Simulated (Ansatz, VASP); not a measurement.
# Sb: VASP beside Ansatz

Contents of INCAR:

```
PREC     = Accurate       # precision mode
ENCUT    = 520            # plane-wave cutoff, eV
EDIFF    = 1E-6           # SCF threshold, eV
ISMEAR   = 0              # smearing method
SIGMA    = 0.1            # smearing width, eV
LREAL    = False          # projectors in reciprocal space
LASPH    = True           # aspherical terms in the spheres
NELM     = 80             # most SCF steps
ALGO     = Normal         # electronic algorithm
ISIF     = 2              # what is computed and relaxed
LWAVE    = False          # write WAVECAR
LCHARG   = True           # write CHGCAR
GGA      = PE             # functional
LELF     = True           # ELF
LVHAR    = True         
NBANDS   = 8              # bands
```

File KPOINTS:

```
regular mesh
0
Gamma
  18 18 18
```

The input POSCAR:

```
Sb
1.0
    2.9798214677      0.0000000000      0.0000000000
    0.0000000000      2.9798214677      0.0000000000
    0.0000000000      0.0000000000      2.9798214677
Sb
1
Direct
    0.0000000000      0.0000000000      0.0000000000
```

Input for Ansatz:

```yaml
crystal:
  lattice:
    - [2.9798214677, 0.0, 0.0]
    - [0.0, 2.9798214677, 0.0]
    - [0.0, 0.0, 2.9798214677]
  atoms:
    - { symbol: Sb, position: [0.0, 0.0, 0.0] }
basis:
  ecutwfc: 420
kpoints:
  mp_grid: { grid: [18, 18, 18] }
hamiltonian:
  xc: pbe
scf:
  occupations: { method: gaussian, width: 0.1 }
output:
  forces: true
  stress: true
  eigenvalues: true
  write_density: true
  write_potential: true
  elf: true
  volumetric_format: npy
```

Alike in both runs: task single point; functional PBE; k mesh 18 × 18 × 18; occupations gaussian, width 0.1 eV; no spin polarisation.

|  | VASP | Ansatz |
| --- | --- | --- |
| version | VASP 6.6.1 | Ansatz 0.2.0 |
| potentials or method | VASP PAW PBE potentials, release 64 (Sb), cutoff 520 eV | scalar-relativistic, plane waves, PAW |
| valence electrons in the cell | 5 | 15 |

|  | VASP | Ansatz | Ansatz less VASP |
| --- | --- | --- | --- |
| gap on the k mesh at the Fermi level (eV) | none | none | - |
| pressure (GPa) | 9.5 | 9.4 | -0.09 |

A gap of «none» marks a metal or a gap that the smearing closes. VASP's potentials hold 5 valence electrons a cell and Ansatz's 15, so a difference there can come from the potentials and not from the codes.

Spin-orbit coupling is off throughout.
